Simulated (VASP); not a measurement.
# P (Pm-3m) in VASP: further runs, part 2 of 2

VASP 6.6.1. The steps go on from the part before.

## 5. Single point, r2SCAN

This run uses another cell than the first one, of 14.40 Å³/atom.

POSCAR

```
P
1.0
    2.4330859754      0.0000000000      0.0000000000
    0.0000000000      2.4330859754      0.0000000000
    0.0000000000      0.0000000000      2.4330859754
P
1
Direct
    0.0000000000      0.0000000000      0.0000000000
```

INCAR.step1

```
SYSTEM = P
  PREC = Accurate
  ENCUT = 520
  ISMEAR = 0
  SIGMA = 0.05
  LREAL = .False.
  LASPH = .True.
  NELM = 80
  NBANDS = 8
  GGA = PE
  ALGO = Normal
  EDIFF = 1E-4
  LWAVE = .True.
  LCHARG = .False.
```

INCAR.step2

```
SYSTEM = P
  PREC = Accurate
  ENCUT = 520
  EDIFF = 1E-6
  ISMEAR = 0
  SIGMA = 0.05
  LREAL = .False.
  LASPH = .True.
  NELM = 80
  ALGO = Normal
  ISIF = 2
  LWAVE = .False.
  LCHARG = .True.
  METAGGA = R2SCAN
  LMIXTAU = .True.
  LELF = .True.
  LVHAR = .True.
  NBANDS = 8
  ISTART = 1
```

KPOINTS

```
Automatic mesh
0
Gamma
  17 17 17
  0 0 0
```

Potentials or basis: VASP PAW PBE potentials, release 64 (P).

Run with:

```console
$ cat potpaw_PBE.64/P/POTCAR > POTCAR
$ cp INCAR.step1 INCAR
$ mpirun -np 1 vasp_std > vasp.out
$ cp INCAR.step2 INCAR
$ mpirun -np 1 vasp_std > vasp.out
```

OUTCAR:

```text
SYSTEM = P
   PREC = Accurate
   ENCUT = 520
   EDIFF = 1E-6
   ISMEAR = 0
   LREAL = .False.
   LASPH = .True.
   NELM = 80
   ISIF = 2
   METAGGA = R2SCAN
   ISTART = 1

 ion  position               nearest neighbor table
   1  0.000  0.000  0.000-

  LATTYP: Found a simple cubic cell.
 ALAT       =     2.4330859754

  Lattice vectors:

 A1 = (   2.4330859754,   0.0000000000,   0.0000000000)
 A2 = (   0.0000000000,   2.4330859754,   0.0000000000)
 A3 = (   0.0000000000,   0.0000000000,   2.4330859754)

Analysis of symmetry for initial positions (statically):
=====================================================================
 Subroutine PRICEL returns:
 Original cell was already a primitive cell.

 Routine SETGRP: Setting up the symmetry group for a
 simple cubic supercell.

 Subroutine GETGRP returns: Found 48 space group operations
 (whereof 48 operations were pure point group operations)
 out of a pool of 48 trial point group operations.

The static configuration has the point symmetry O_h .

Analysis of symmetry for dynamics (positions and initial velocities):
=====================================================================
 Subroutine PRICEL returns:
 Original cell was already a primitive cell.

 Routine SETGRP: Setting up the symmetry group for a
 simple cubic supercell.

 Subroutine GETGRP returns: Found 48 space group operations
 (whereof 48 operations were pure point group operations)
 out of a pool of 48 trial point group operations.

The dynamic configuration has the point symmetry O_h .

 Subroutine INISYM returns: Found 48 space group operations
 (whereof 48 operations are pure point group operations),
 and found     1 'primitive' translations

----------------------------------------------------------------------------------------

                                     Primitive cell

  volume of cell :      14.4036

  direct lattice vectors                    reciprocal lattice vectors
     2.433085975  0.000000000  0.000000000     0.411000684  0.000000000  0.000000000
     0.000000000  2.433085975  0.000000000     0.000000000  0.411000684  0.000000000
     0.000000000  0.000000000  2.433085975     0.000000000  0.000000000  0.411000684

  length of vectors
     2.433085975  2.433085975  2.433085975     0.411000684  0.411000684  0.411000684

  position of ions in fractional coordinates (direct lattice)
     0.000000000  0.000000000  0.000000000

  ion indices of the primitive-cell ions
   primitive index   ion index
                 1           1

----------------------------------------------------------------------------------------

 KPOINTS: Automatic mesh

Automatic generation of k-mesh.
 Grid dimensions read from file:
 generate k-points for:   17   17   17

 Generating k-lattice:

  Cartesian coordinates                     Fractional coordinates (reciprocal lattice)
     0.024176511  0.000000000  0.000000000     0.058823529  0.000000000  0.000000000
     0.000000000  0.024176511  0.000000000     0.000000000  0.058823529  0.000000000
     0.000000000  0.000000000  0.024176511     0.000000000  0.000000000  0.058823529

  Length of vectors
     0.024176511  0.024176511  0.024176511

  Shift w.r.t. Gamma in fractional coordinates (k-lattice)
     0.000000000  0.000000000  0.000000000

 Subroutine IBZKPT returns following result:
 ===========================================

 Found    165 irreducible k-points:

 Following reciprocal coordinates:
            Coordinates               Weight
  0.000000  0.000000  0.000000      1.000000
  0.058824  0.000000  0.000000      6.000000
  0.117647  0.000000  0.000000      6.000000
  0.176471  0.000000  0.000000      6.000000
  0.235294  0.000000  0.000000      6.000000
  0.294118  0.000000  0.000000      6.000000
[... 16 lines left out ...]
  0.411765  0.117647  0.000000     24.000000
  0.470588  0.117647  0.000000     24.000000
 [... further k-points ...]
   k-points           NKPTS =    165   k-points in BZ     NKDIM =    165   number of bands    NBANDS=      8
   number of dos      NEDOS =    301   number of ions     NIONS =      1
   total plane-waves  NPLWV =   5832
   dimension x,y,z NGX =    18 NGY =   18 NGZ =   18
   dimension x,y,z NGXF=    36 NGYF=   36 NGZF=   36
   ions per type =               1
   NGX,Y,Z   is equivalent  to a cutoff of  12.30, 12.30, 12.30 a.u.
   NGXF,Y,Z  is equivalent  to a cutoff of  24.60, 24.60, 24.60 a.u.
 SYSTEM =  P
   PREC   = accura    normal or accurate (medium, high low for compatibility)
   ISTART =      1    job   : 0-new  1-cont  2-samecut
   ICHARG =      0    charge: 1-file 2-atom 10-const
   ISPIN  =      1    spin polarized calculation?
   LNONCOLLINEAR =      F non collinear calculations
   LSORBIT =      F    spin-orbit coupling
   LASPH  =      T    aspherical Exc in radial PAW
   ENCUT  =  520.0 eV  38.22 Ry    6.18 a.u.   4.52  4.52  4.52*2*pi/ulx,y,z
   NELM   =     80;   NELMIN=  2; NELMDL=  0     # of ELM steps
   EDIFF  = 0.1E-05   stopping-criterion for ELM
   LREAL  =      F    real-space projection
[... 7 lines left out ...]
   TEBEG  =    0.0;   TEEND  =   0.0 temperature during run
   PSTRESS=    0.0 pullay stress
   NELECT =       5.0000    total number of electrons
   NUPDOWN=      -1.0000    fix difference up-down
   EMIN   =  10.00;   EMAX   =-10.00  energy-range for DOS
   EFERMI =   0.00;   METHOD = LEGACY
   ISMEAR =     0;   SIGMA  =   0.05  broadening in eV -4-tet -1-fermi 0-gaus
   EFERMI_NEDOS =   21; number of points for ismear=-14 and -15
   IALGO  =     38    algorithm
   IMIX   =      4    mixing-type and parameters
     AMIX     =   0.40;   BMIX     =  1.00
     AMIX_MAG =   1.60;   BMIX_MAG =  1.00
  volume/ion in A,a.u.               =      14.40        97.20
  Fermi-wavevector in a.u.,A,eV,Ry     =   1.150555  2.174234 18.011076  1.323777
  Thomas-Fermi vector in A             =   2.287218
   LORBIT       =      0    0 simple, 1 ext, 2 COOP (PROOUT), +10 PAW based schemes
   METAGGA = R2SCAN    functional components
   LHFCALC =     F    Hartree Fock is set to
   AEXX    =    0.0000 exact exchange contribution
   IVDW    =     0    specifies the selected vdW correction
   LEPSILON=     F    determine dielectric tensor
   LRPA    =     F    only Hartree local field effects (RPA)
 non-spin polarized calculation
 Gauss-broadening in eV      SIGMA  =   0.05
  energy-cutoff  :      520.00
  volume of cell :       14.40
 maximum number of plane-waves:       401
 NGX is ok and might be reduce to    18
   NGX =  9   NGY =  9   NGZ =  9

 number of electron       4.9999998 magnetization

 Free energy of the ion-electron system (eV)
  ---------------------------------------------------
  ext. energy  EPLUGINS =         0.00000000
  ---------------------------------------------------
  free energy    TOTEN  =        -8.82341320 eV

  energy without entropy =       -8.82290547  energy(sigma->0) =       -8.82315934

 E-fermi :   9.7017     XC(G=0): -11.9232

 val. band max:        9.6731743084   @ k =   0.3529   0.2353   0.0000
 cond. band min:       9.7082326635   @ k =   0.1765   0.1765   0.1765
 fundamental gap:      0.0350583551
 Fermi energy:         9.7017052762

 k-point     1 :       0.0000    0.0000    0.0000
  band No.  band energies     occupation
      1      -7.6877      2.00000
      2      15.1510      0.00000
      3      15.1510      0.00000
      4      15.1510      0.00000
      5      16.9089      0.00000
      6      16.9089      0.00000
      7      25.4842      0.00000
      8      35.8093      0.00000

 k-point     2 :       0.0588    0.0000    0.0000
  band No.  band energies     occupation
      1      -7.6040      2.00000
      2      13.5437      0.00000
      3      15.2180      0.00000
      4      15.2180      0.00000
      5      16.9749      0.00000
      6      18.4309      0.00000
      7      25.7549      0.00000
      8      35.1465      0.00000
[... 221 lines left out ...]
 k-point    23 :       0.4118    0.1176    0.0000
  band No.  band energies     occupation
      1      -3.5902      2.00000
      2       2.0734      2.00000
      3      14.3335      0.00000
      4      18.0748      0.00000
      5      21.5211      0.00000
      6      22.4922      0.00000
      7      25.9677      0.00000
      8      28.4508      0.00000

 k-point    24 :       0.4706    0.1176    0.0000
  band No.  band energies     occupation
      1      -2.8834      2.00000
      2       1.0540      2.00000
      3      14.7029      0.00000
      4      18.4156      0.00000
      5      21.2999      0.00000
      6      22.3534      0.00000
      7      25.3253      0.00000
      8      29.1531      0.00000

 [... further k-points ...]

------------------------ aborting loop because EDIFF is reached ----------------------------------------

  FORCE on cell =-STRESS in cart. coord.  units (eV):
  Direction    XX          YY          ZZ          XY          YZ          ZX
  --------------------------------------------------------------------------------------
  -------------------------------------------------------------------------------------
  Total       -0.0426966     -0.0426966     -0.0426966     -0.0000000      0.0000000     -0.0000000
  in kB       -4.7493170     -4.7493170     -4.7493170     -0.0000000      0.0000000     -0.0000000
  external PRESSURE =      -4.7493170 kB  Pullay stress =       0.0000000 kB

 VOLUME and BASIS-vectors are now :
 -----------------------------------------------------------------------------
  energy-cutoff  :      520.00
  volume of cell :       14.40
      direct lattice vectors                 reciprocal lattice vectors
     2.433085975  0.000000000  0.000000000     0.411000684  0.000000000  0.000000000
     0.000000000  2.433085975  0.000000000     0.000000000  0.411000684  0.000000000
     0.000000000  0.000000000  2.433085975     0.000000000  0.000000000  0.411000684

 POSITION                                       TOTAL-FORCE (eV/Angst)
 -----------------------------------------------------------------------------------
      0.00000      0.00000      0.00000         0.000000      0.000000      0.000000
 -----------------------------------------------------------------------------------
    total drift:                                0.000000     -0.000000      0.000000

  FREE ENERGIE OF THE ION-ELECTRON SYSTEM (eV)
  ---------------------------------------------------
  free  energy   TOTEN  =        -8.8234132030 eV

  energy  without entropy=       -8.8229054731  energy(sigma->0) =       -8.82315934
```

It took 54 s on 1 thread of Intel Xeon 8259CL, shared host; peak memory 0.12 GiB.

What came out:

| Item | Value |
| --- | --- |
| Free energy | -8.8234 eV |
| Pressure | -0.5 GPa |
| Band gap on the k mesh | zero (an odd number of electrons rules out a gap without spin polarisation) |

Caveat: the PAW data sets were made with another functional, which shifts forces and pressure a little.

## 6. Relaxation of cell and atoms, r2SCAN

This run uses another cell than the first one, of 16.19 Å³/atom.

POSCAR

```
P
1.0
    2.5300000000      0.0000000000      0.0000000000
    0.0000000000      2.5300000000      0.0000000000
    0.0000000000      0.0000000000      2.5300000000
P
1
Direct
    0.0000000000      0.0000000000      0.0000000000
```

INCAR.step1

```
PREC = Accurate
ENCUT = 600
ISMEAR = 0
SIGMA = 0.05
LREAL = F
LASPH = T
NELM = 60
GGA = PE
ALGO = Normal
EDIFF = 1E-4
LWAVE = T
LCHARG = F
```

INCAR.step2

```
PREC = Accurate
ENCUT = 600
EDIFF = 1E-6
ISMEAR = 0
SIGMA = 0.05
LREAL = F
LASPH = T
NELM = 60
ALGO = Normal
ISIF = 3
LWAVE = F
LCHARG = F
METAGGA = R2SCAN
LMIXTAU = T
IBRION = 2
NSW = 80
EDIFFG = -0.01
ISTART = 1
```

KPOINTS

```
regular mesh
0
Gamma
  17 17 17
```

Potentials or basis: VASP PAW PBE potentials, release 64 (P).

Run with:

```console
$ cat potpaw_PBE.64/P/POTCAR > POTCAR
$ cp INCAR.step1 INCAR
$ mpirun -np 1 vasp_std > vasp.out
$ cp INCAR.step2 INCAR
$ mpirun -np 1 vasp_std > vasp.out
```

Wall time 2.5 min (1 thread of Intel Xeon 8259CL, shared host); peak memory 0.14 GiB.

It converged, with:

- Free energy: -8.8241 eV
- Relaxed volume: 14.35 Å³/atom
- Relaxed cell: a = 2.430 Å, b = 2.430 Å, c = 2.430 Å, α = 90.00°, β = 90.00°, γ = 90.00°
- Space group after relaxing (to 0.1 Å): Pm-3m (No. 221)
- Energy gained by relaxing: 69.7 meV/atom
- Ionic steps: 3
- Pressure after relaxing: 0.1 GPa
- Band gap on the k mesh: zero (an odd number of electrons rules out a gap without spin polarisation)

The path:
```tsv
step	energy change (eV)	largest force (eV/Å)	pressure (GPa)	volume (Å³)
1	0.0000	0.0000	-10.33	16.19
2	-0.0627	0.0000	4.72	13.87
3	-0.0697	0.0000	0.07	14.35
```

Final structure:
```xyz
1
Lattice="2.4298 0.0000 0.0000 0.0000 2.4298 0.0000 0.0000 0.0000 2.4298" Properties=species:S:1:pos:R:3 pbc="T T T"
P     0.0000    0.0000    0.0000
```

Levels at points of the mesh, in eV from the Fermi level:
| k point | band 1 | band 2 | band 3 | band 4 | band 5 | band 6 |
| --- | --- | --- | --- | --- | --- | --- |
| (0.00, 0.00, 0.00) | -17.43 | 5.47 | 5.47 | 5.47 | 7.20 | 7.20 |

Caveat: the PAW data sets were made with another functional, which shifts forces and pressure a little.

## 7. The runs side by side

| task | cell | cutoff (eV) | gap on the mesh (eV) | pressure (GPa) |
| --- | --- | --- | --- | --- |
| single point | a = 2.262 Å, 1 atom | 520 | none | 43.9 |
| single point | a = 2.304 Å, 1 atom | 520 | none | 28.9 |
| single point | a = 2.356 Å, 1 atom | 520 | none | 14.2 |
| single point | a = 2.433 Å, 1 atom | 520 | none | -0.5 |
| relaxation of cell and atoms | relaxed from a = 2.530 Å, 1 atom | 600 | none | 0.1 |

Alike in all rows: level r2SCAN; potentials or basis VASP PAW PBE potentials, release 64 (P); no spin polarisation; k mesh 17 × 17 × 17; smearing gaussian 0.05 eV.

Caveats: the PAW data sets were made with another functional, which shifts forces and pressure a little; the cell stands under pressure (at least some runs).

Absolute energies hang on the potentials; compare differences alone.

The gap in the log of VASP goes by the Fermi energy; the results here count the filled bands.